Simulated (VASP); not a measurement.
# Si8O in VASP: notebook

The runs below take Si8O through single point, with PBE.

All numbers are computed with VASP 6.6.1; they aren't measurements. Logs are shortened: lines on timing, memory, paths and dates and some standing lists are left out, and cuts for length are marked.

## 1. The cell of the first run

The cell holds a slab with vacuum, 9 atoms: a = 3.851 Å, b = 6.365 Å, c = 19.753 Å, α = 90.00°, β = 90.00°, γ = 90.00°.

## 2. Single point, PBE, collinear spin, ferromagnetic start

INCAR reads:

```
PREC = Accurate ; ENCUT = 520
EDIFF = 1E-7 ; ISMEAR = 0
SIGMA = 0.05 ; LREAL = F
LASPH = T ; NELM = 150
ALGO = Normal ; ISIF = 2
LWAVE = F ; LCHARG = F
ISPIN = 2 ; MAGMOM = 0 0 0 0 0 0 0 0 2
LORBIT = 11 ; LDIPOL = T
IDIPOL = 3 ; DIPOL = 0.5 0.5 0.329
GGA = PE ; NBANDS = 33
```

KPOINTS reads:

```
regular mesh
0
Gamma
  7 4 1
```

POSCAR reads:

```
Si8O
1.0
    3.8510821816      0.0000000000      0.0000000000
    0.0000000000      6.3646812169      0.0000000000
    0.0000000000      0.0000000000     19.7525434844
Si O
8 1
Direct
    0.0000000000      0.9370679252      0.2025055661
    0.0000000000      0.5629320748      0.2025055661
    0.5000000000      0.4370679252      0.2587875162
    0.5000000000      0.0629320748      0.2587875162
    0.5000000000      0.9333044677      0.3720589469
    0.5000000000      0.5666955323      0.3720589469
    0.0000000000      0.4259907537      0.4177964975
    0.0000000000      0.0740092463      0.4177964975
    0.5000000000      0.9259907537      0.4593029666
```

Potentials or basis: VASP PAW PBE potentials, release 64 (Si, O).

On the command line:

```bash
cat potpaw_PBE.64/Si/POTCAR potpaw_PBE.64/O/POTCAR > POTCAR
mpirun -np 1 vasp_std > vasp.out
```

OUTCAR:

```text
PREC = Accurate
   ENCUT = 520
   EDIFF = 1E-7
   ISMEAR = 0
   LREAL = F
   LASPH = T
   NELM = 150
   ISIF = 2
   ISPIN = 2
   LORBIT = 11
   GGA = PE

 ion  position               nearest neighbor table
   1  0.000  0.937  0.203-   4 2.36   4 2.36   2 2.38
   2  0.000  0.563  0.203-   3 2.36   3 2.36   1 2.38
   3  0.500  0.437  0.259-   2 2.36   2 2.36   4 2.38   6 2.38
   4  0.500  0.063  0.259-   1 2.36   1 2.36   3 2.38   5 2.38
   5  0.500  0.933  0.372-   9 1.72   8 2.31   8 2.31   6 2.33   4 2.38
   6  0.500  0.567  0.372-   7 2.31   7 2.31   5 2.33   3 2.38
   7  0.000  0.426  0.418-   8 2.24   6 2.31   6 2.31
   8  0.000  0.074  0.418-   7 2.24   9 2.30   9 2.30   5 2.31   5 2.31
   9  0.500  0.926  0.459-   5 1.72   8 2.30   8 2.30

  LATTYP: Found a simple orthorhombic cell.
 ALAT       =     3.8510821816
 B/A-ratio  =     1.6526994016
 C/A-ratio  =     5.1290890594

  Lattice vectors:

 A1 = (   3.8510821816,   0.0000000000,   0.0000000000)
 A2 = (   0.0000000000,   6.3646812169,   0.0000000000)
 A3 = (   0.0000000000,   0.0000000000,  19.7525434844)

Analysis of symmetry for initial positions (statically):
=====================================================================
 Subroutine PRICEL returns:
 Original cell was already a primitive cell.

 Routine SETGRP: Setting up the symmetry group for a
 simple orthorhombic supercell.

 Subroutine GETGRP returns: Found  2 space group operations
 (whereof  2 operations were pure point group operations)
 out of a pool of  8 trial point group operations.

The static configuration has the point symmetry C_1h.

Analysis of symmetry for dynamics (positions and initial velocities):
=====================================================================
 Subroutine PRICEL returns:
 Original cell was already a primitive cell.

 Routine SETGRP: Setting up the symmetry group for a
 simple orthorhombic supercell.

 Subroutine GETGRP returns: Found  2 space group operations
 (whereof  2 operations were pure point group operations)
 out of a pool of  8 trial point group operations.

The dynamic configuration has the point symmetry C_1h.

Analysis of structural, dynamic, and magnetic symmetry:
=====================================================================
 Subroutine PRICEL returns:
 Original cell was already a primitive cell.

 Routine SETGRP: Setting up the symmetry group for a
 simple orthorhombic supercell.

 Subroutine GETGRP returns: Found  2 space group operations
 (whereof  2 operations were pure point group operations)
 out of a pool of  8 trial point group operations.

The overall configuration has the point symmetry C_1h.

 Subroutine INISYM returns: Found  2 space group operations
 (whereof  2 operations are pure point group operations),
 and found     1 'primitive' translations

----------------------------------------------------------------------------------------

                                     Primitive cell

  volume of cell :     484.1528

  direct lattice vectors                    reciprocal lattice vectors
     3.851082182  0.000000000  0.000000000     0.259667271  0.000000000  0.000000000
     0.000000000  6.364681217  0.000000000     0.000000000  0.157117060  0.000000000
     0.000000000  0.000000000 19.752543484     0.000000000  0.000000000  0.050626392

  length of vectors
     3.851082182  6.364681217 19.752543484     0.259667271  0.157117060  0.050626392

  position of ions in fractional coordinates (direct lattice)
     0.000000000  0.937067925  0.202505566
     0.000000000  0.562932075  0.202505566
     0.500000000  0.437067925  0.258787516
     0.500000000  0.062932075  0.258787516
     0.500000000  0.933304468  0.372058947
     0.500000000  0.566695532  0.372058947
     0.000000000  0.425990754  0.417796497
     0.000000000  0.074009246  0.417796497
     0.500000000  0.925990754  0.459302967

  ion indices of the primitive-cell ions
   primitive index   ion index
                 1           1
                 2           2
                 3           3
                 4           4
                 5           5
                 6           6
                 7           7
                 8           8
                 9           9

[... 56 lines left out ...]
   ENCUT  =  520.0 eV  38.22 Ry    6.18 a.u.   7.16 11.83 36.73*2*pi/ulx,y,z
   NELM   =    150;   NELMIN=  2; NELMDL= -5     # of ELM steps
   EDIFF  = 0.1E-06   stopping-criterion for ELM
   LREAL  =      F    real-space projection
   EDIFFG = 0.1E-05   stopping-criterion for IOM
   NSW    =      0    number of steps for IOM
   IBRION =     -1    ionic relax: 0-MD 1-quasi-New 2-CG
   NFREE  =      0    steps in history (QN), initial steepest desc. (CG)
   ISIF   =      2    stress and relaxation
   ISYM   =      2    0-nonsym 1-usesym 2-fastsym
   POTIM  = 0.5000    time-step for ionic-motion
   TEBEG  =    0.0;   TEEND  =   0.0 temperature during run
   PSTRESS=    0.0 pullay stress
   NELECT =      38.0000    total number of electrons
   NUPDOWN=      -1.0000    fix difference up-down
   EMIN   =  10.00;   EMAX   =-10.00  energy-range for DOS
   EFERMI =   0.00;   METHOD = LEGACY
   ISMEAR =     0;   SIGMA  =   0.05  broadening in eV -4-tet -1-fermi 0-gaus
   EFERMI_NEDOS =   21; number of points for ismear=-14 and -15
   IALGO  =     38    algorithm
   IMIX   =      4    mixing-type and parameters
     AMIX     =   0.40;   BMIX     =  1.00
     AMIX_MAG =   1.60;   BMIX_MAG =  1.00
  volume/ion in A,a.u.               =      53.79       363.02
  Fermi-wavevector in a.u.,A,eV,Ry     =   0.700931  1.324567  6.684598  0.491304
  Thomas-Fermi vector in A             =   1.785219
   LORBIT       =     11    0 simple, 1 ext, 2 COOP (PROOUT), +10 PAW based schemes
   GGA     = PE    functional components
   LHFCALC =     F    Hartree Fock is set to
   AEXX    =    0.0000 exact exchange contribution
   IVDW    =     0    specifies the selected vdW correction
   LEPSILON=     F    determine dielectric tensor
   LRPA    =     F    only Hartree local field effects (RPA)
 spin polarized calculation
 Gauss-broadening in eV      SIGMA  =   0.05
  energy-cutoff  :      520.00
  volume of cell :      484.15
 maximum number of plane-waves:     13082
 NGX is ok and might be reduce to    30
   NGX = 15   NGY = 23   NGZ = 73

 dipolmoment           0.000000      0.000000     -0.012112 electrons x Angstroem

 number of electron      37.9999999 magnetization       0.0459526

 dipolmoment           0.000000      0.000000      0.081775 electrons x Angstroem

 Free energy of the ion-electron system (eV)
  ---------------------------------------------------
  ext. energy  EPLUGINS =         0.00000000
  ---------------------------------------------------
  free energy    TOTEN  =       -45.04998880 eV

  energy without entropy =      -45.04626627  energy(sigma->0) =      -45.04812754

 E-fermi :  -1.3627     XC(G=0):  -4.0038

 val. band max:       -1.4971256738   @ k =   0.1429   0.5000   0.0000
 cond. band min:      -1.3428223325   @ k =   0.0000   0.2500   0.0000
 fundamental gap:      0.1543033413
 Fermi energy:        -1.3627244949

 spin component 1

 k-point     1 :       0.0000    0.0000    0.0000
  band No.  band energies     occupation
      1     -20.3905      1.00000
      2     -12.6829      1.00000
      3     -11.4673      1.00000
      4     -10.4539      1.00000
      5      -9.1729      1.00000
      6      -8.9431      1.00000
[... 397 lines left out ...]
     30       3.5644      0.00000
     31       3.8729      0.00000
 Fermi energy:        -1.3627244949

 spin component 2

 k-point     1 :       0.0000    0.0000    0.0000
  band No.  band energies     occupation
      1     -20.3872      1.00000
      2     -12.6759      1.00000
      3     -11.4594      1.00000
      4     -10.4539      1.00000
      5      -9.1738      1.00000
      6      -8.9276      1.00000
[... 397 lines left out ...]
     30       3.5694      0.00000
     31       3.8785      0.00000
 [bands above 31 left out]

------------------------ aborting loop because EDIFF is reached ----------------------------------------

 vacuum level on the upper side and lower side of the slab       (xc-potential included)         0.284        -0.315

  FORCE on cell =-STRESS in cart. coord.  units (eV):
  Direction    XX          YY          ZZ          XY          YZ          ZX
  --------------------------------------------------------------------------------------
  -------------------------------------------------------------------------------------
  Total       -0.1174769      0.6414297      0.2041559      0.0000000      2.7878006      0.0000000
  in kB       -0.3887591      2.1226440      0.6756007      0.0000000      9.2254980      0.0000000
  external PRESSURE =       0.8031619 kB  Pullay stress =       0.0000000 kB

 VOLUME and BASIS-vectors are now :
 -----------------------------------------------------------------------------
  energy-cutoff  :      520.00
  volume of cell :      484.15
      direct lattice vectors                 reciprocal lattice vectors
     3.851082182  0.000000000  0.000000000     0.259667271  0.000000000  0.000000000
     0.000000000  6.364681217  0.000000000     0.000000000  0.157117060  0.000000000
     0.000000000  0.000000000 19.752543484     0.000000000  0.000000000  0.050626392

 POSITION                                       TOTAL-FORCE (eV/Angst)
 -----------------------------------------------------------------------------------
      0.00000      5.96414      4.00000         0.000000     -0.501103      0.517702
      0.00000      3.58288      4.00000         0.000000      0.445661      0.557362
      1.92554      2.78180      5.11171         0.000000     -0.282639     -0.764359
      1.92554      0.40054      5.11171         0.000000      0.278967     -0.549774
      1.92554      5.94019      7.34911         0.000000     -1.242578     -0.314827
      1.92554      3.60684      7.34911         0.000000     -0.161449     -0.365475
      0.00000      2.71130      8.25254         0.000000      0.615070      0.246330
      0.00000      0.47105      8.25254         0.000000     -0.702493      0.584113
      1.92554      5.89364      9.07240         0.000000      1.550565      0.088928
 -----------------------------------------------------------------------------------
    total drift:                                0.000000     -0.000258     -0.000449

  FREE ENERGIE OF THE ION-ELECTRON SYSTEM (eV)
  ---------------------------------------------------
  free  energy   TOTEN  =       -45.0499887992 eV

  energy  without entropy=      -45.0462662710  energy(sigma->0) =      -45.04812754

 vacuum level on the upper side and lower side of the slab         4.012         3.415

 total charge

# of ion       s       p       d       tot
------------------------------------------
    1        0.803   0.825   0.000   1.628
    2        0.799   0.829   0.000   1.628
    3        0.770   0.885   0.000   1.655
    4        0.770   0.880   0.000   1.650
    5        0.745   0.924   0.000   1.668
    6        0.772   0.914   0.000   1.686
    7        0.790   0.889   0.000   1.679
    8        0.812   0.794   0.000   1.606
    9        1.605   3.319   0.000   4.924
--------------------------------------------------
tot          7.865  10.259   0.000  18.124

 magnetization (x)

# of ion       s       p       d       tot
------------------------------------------
    1        0.000   0.003   0.000   0.003
    2       -0.003  -0.013   0.000  -0.016
    3        0.001   0.002   0.000   0.003
    4       -0.001  -0.001   0.000  -0.002
    5        0.000   0.000   0.000   0.000
    6       -0.000  -0.002   0.000  -0.002
    7        0.003   0.023   0.000   0.025
    8        0.000   0.001   0.000   0.001
    9       -0.000   0.003   0.000   0.003
--------------------------------------------------
tot          0.001   0.016   0.000   0.017
```

Run time: 17 min. Hardware: 1 thread of Intel Xeon Platinum 8259CL at 2.50GHz (Skylake/Cascade Lake), shared host; peak memory 0.83 GiB.

Results:

* Free energy: -45.0500 eV
* Largest force: 1.553 eV/Å
* Net moment: 0.05 μB per cell
* Site moments: Si +0.00, -0.02, -0.00, +0.03 (each value once); O +0.00 μB
* Valence electrons inside the program's atomic spheres: Si 1.63, 1.66, 1.65, 1.67, 1.69, 1.68, 1.61 (each value once); O 4.92

Forces in eV/Å, atoms in the order of the input:
```
Si   0.000 -0.501  0.518
Si   0.000  0.446  0.557
Si   0.000 -0.283 -0.764
Si   0.000  0.279 -0.550
Si   0.000 -1.243 -0.315
Si   0.000 -0.161 -0.365
Si   0.000  0.615  0.246
Si   0.000 -0.702  0.584
O    0.000  1.551  0.089
```

## 3. Single point, PBE, collinear spin, ferromagnetic start

INCAR reads:

```
SYSTEM = Si8O
  PREC = Accurate
  ENCUT = 520
  EDIFF = 1E-6
  ISMEAR = 0
  SIGMA = 0.05
  LREAL = .False.
  LASPH = .True.
  NELM = 150
  ALGO = Normal
  ISIF = 2
  LWAVE = .False.
  LCHARG = .False.
  ISPIN = 2
  MAGMOM = 0 0 0 0 0 0 0 0 2
  LORBIT = 11
  LDIPOL = .True.
  IDIPOL = 3
  DIPOL = 0.5 0.5 0.326
  GGA = PE
  NBANDS = 33
```

KPOINTS reads:

```
regular mesh
0
Gamma
  7 4 1
  0 0 0
```

Edit POSCAR of step 2 so:

```diff
@@ -16,2 +16,2 @@
     0.0000000000      0.0740092463      0.4177964975
-    0.5000000000      0.9259907537      0.4593029666
+    0.3333333333      0.7593240871      0.4327602876
```

Potentials or basis: VASP PAW PBE potentials, release 64 (Si, O).

On the command line:

```bash
cat potpaw_PBE.64/Si/POTCAR potpaw_PBE.64/O/POTCAR > POTCAR
mpirun -np 1 vasp_std > vasp.out
```

OUTCAR:

```text
SYSTEM = Si8O
   PREC = Accurate
   ENCUT = 520
   EDIFF = 1E-6
   ISMEAR = 0
   LREAL = .False.
   LASPH = .True.
   NELM = 150
   ISIF = 2
   ISPIN = 2
   LORBIT = 11
   GGA = PE

 ion  position               nearest neighbor table
   1  0.000  0.937  0.203-   4 2.36   4 2.36   2 2.38
   2  0.000  0.563  0.203-   3 2.36   3 2.36   1 2.38
   3  0.500  0.437  0.259-   2 2.36   2 2.36   4 2.38   6 2.38
   4  0.500  0.063  0.259-   1 2.36   1 2.36   3 2.38   5 2.38
   5  0.500  0.933  0.372-   9 1.75   8 2.31   8 2.31   6 2.33   4 2.38
   6  0.500  0.567  0.372-   9 1.83   7 2.31   7 2.31   5 2.33   3 2.38
   7  0.000  0.426  0.418-   8 2.24   6 2.31   6 2.31   9 2.50
   8  0.000  0.074  0.418-   7 2.24   5 2.31   5 2.31   9 2.40
   9  0.333  0.759  0.433-   5 1.75   6 1.83   8 2.40   7 2.50

  LATTYP: Found a simple orthorhombic cell.
 ALAT       =     3.8510821816
 B/A-ratio  =     1.6526994016
 C/A-ratio  =     5.1290890594

  Lattice vectors:

 A1 = (   3.8510821816,   0.0000000000,   0.0000000000)
 A2 = (   0.0000000000,   6.3646812169,   0.0000000000)
 A3 = (   0.0000000000,   0.0000000000,  19.7525434844)

Analysis of symmetry for initial positions (statically):
=====================================================================
 Subroutine PRICEL returns:
 Original cell was already a primitive cell.

 Routine SETGRP: Setting up the symmetry group for a
 simple orthorhombic supercell.

 Subroutine GETGRP returns: Found  1 space group operations
 (whereof  1 operations were pure point group operations)
 out of a pool of  8 trial point group operations.

The static configuration has the point symmetry C_1 .

Analysis of symmetry for dynamics (positions and initial velocities):
[... 709 lines left out ...]
      2     -12.3593      1.00000
      3     -11.1189      1.00000
      4     -11.0651      1.00000
      5      -9.4507      1.00000
      6      -8.9563      1.00000
[... 499 lines left out ...]
     30       3.8989      0.00000
     31       4.4312      0.00000
 [bands above 31 left out]

------------------------ aborting loop because EDIFF is reached ----------------------------------------

 vacuum level on the upper side and lower side of the slab       (xc-potential included)        -0.056         0.058

  FORCE on cell =-STRESS in cart. coord.  units (eV):
  Direction    XX          YY          ZZ          XY          YZ          ZX
  --------------------------------------------------------------------------------------
  -------------------------------------------------------------------------------------
  Total        2.8291709      4.1727521     -0.4581067      0.4305845     -0.2393772      0.1712186
  in kB        9.3624022     13.8086333     -1.5159845      1.4249068     -0.7921564      0.5666031
  external PRESSURE =       7.2183503 kB  Pullay stress =       0.0000000 kB

 VOLUME and BASIS-vectors are now :
 -----------------------------------------------------------------------------
  energy-cutoff  :      520.00
  volume of cell :      484.15
      direct lattice vectors                 reciprocal lattice vectors
     3.851082182  0.000000000  0.000000000     0.259667271  0.000000000  0.000000000
     0.000000000  6.364681217  0.000000000     0.000000000  0.157117060  0.000000000
     0.000000000  0.000000000 19.752543484     0.000000000  0.000000000  0.050626392

 POSITION                                       TOTAL-FORCE (eV/Angst)
 -----------------------------------------------------------------------------------
      0.00000      5.96414      4.00000        -0.016948     -0.781342      0.505375
      0.00000      3.58288      4.00000        -0.004328      0.765607      0.497325
      1.92554      2.78180      5.11171        -0.091835      0.195131     -0.786272
      1.92554      0.40054      5.11171        -0.118508     -0.225713     -0.731268
      1.92554      5.94019      7.34911         0.460864      1.080149      0.324958
      1.92554      3.60684      7.34911         0.164660     -0.736207      0.719602
      0.00000      2.71130      8.25254        -0.164180     -0.160962     -0.278851
      0.00000      0.47105      8.25254        -0.177620      0.176026     -0.333438
      1.28369      4.83286      8.54812        -0.052105     -0.312688      0.082569
 -----------------------------------------------------------------------------------
    total drift:                               -0.000029     -0.000318     -0.000425

  FREE ENERGIE OF THE ION-ELECTRON SYSTEM (eV)
  ---------------------------------------------------
  free  energy   TOTEN  =       -44.8332758620 eV

  energy  without entropy=      -44.8290255111  energy(sigma->0) =      -44.83115069

 vacuum level on the upper side and lower side of the slab         3.575         3.694

 total charge

# of ion       s       p       d       tot
------------------------------------------
    1        0.793   0.834   0.000   1.627
    2        0.792   0.835   0.000   1.627
    3        0.773   0.872   0.000   1.645
    4        0.772   0.873   0.000   1.645
    5        0.743   0.924   0.000   1.666
    6        0.748   0.905   0.000   1.653
    7        0.818   0.852   0.000   1.670
    8        0.819   0.847   0.000   1.666
    9        1.606   3.414   0.000   5.020
--------------------------------------------------
tot          7.864  10.356   0.000  18.220

 magnetization (x)

# of ion       s       p       d       tot
------------------------------------------
    1       -0.000  -0.000   0.000  -0.000
    2       -0.000   0.000   0.000   0.000
    3       -0.000  -0.000   0.000  -0.000
    4       -0.000  -0.000   0.000  -0.000
    5       -0.000  -0.000   0.000  -0.000
    6        0.000  -0.000   0.000  -0.000
    7        0.000   0.000   0.000   0.000
    8        0.000   0.000   0.000   0.000
    9       -0.000   0.000   0.000   0.000
--------------------------------------------------
tot         -0.000  -0.000   0.000  -0.000
```

stdout:

```text
POSCAR found type information on POSCAR SiO
 POSCAR found :  2 types and       9 ions
 scaLAPACK will be used
 LDA part: xc-table for (Slater+PW92), standard interpolation
 POSCAR, INCAR and KPOINTS ok, starting setup
 FFT: planning ... GRIDC
 FFT: planning ... GRID_SOFT
 FFT: planning ... GRID
 WAVECAR not read
 entering main loop
```

It took 11 min on 1 thread of Intel Xeon Platinum 8488C (Sapphire Rapids), shared host; peak memory 0.85 GiB.

Results:

```
Free energy                                           : -44.8333 eV
Largest force                                         : 1.218 eV/Å
Band gap on the k mesh                                : zero (filled and empty bands overlap)
Net moment                                            : 0.00 μB per cell
Valence electrons inside the program's atomic spheres : Si 1.63, 1.65, 1.67 (each value once); O 5.02
```

Forces on the atoms (eV/Å):
```
Si  -0.017 -0.781  0.505
Si  -0.004  0.766  0.497
Si  -0.092  0.195 -0.786
Si  -0.119 -0.226 -0.731
Si   0.461  1.080  0.325
Si   0.165 -0.736  0.720
Si  -0.164 -0.161 -0.279
Si  -0.178  0.176 -0.333
O   -0.052 -0.313  0.083
```
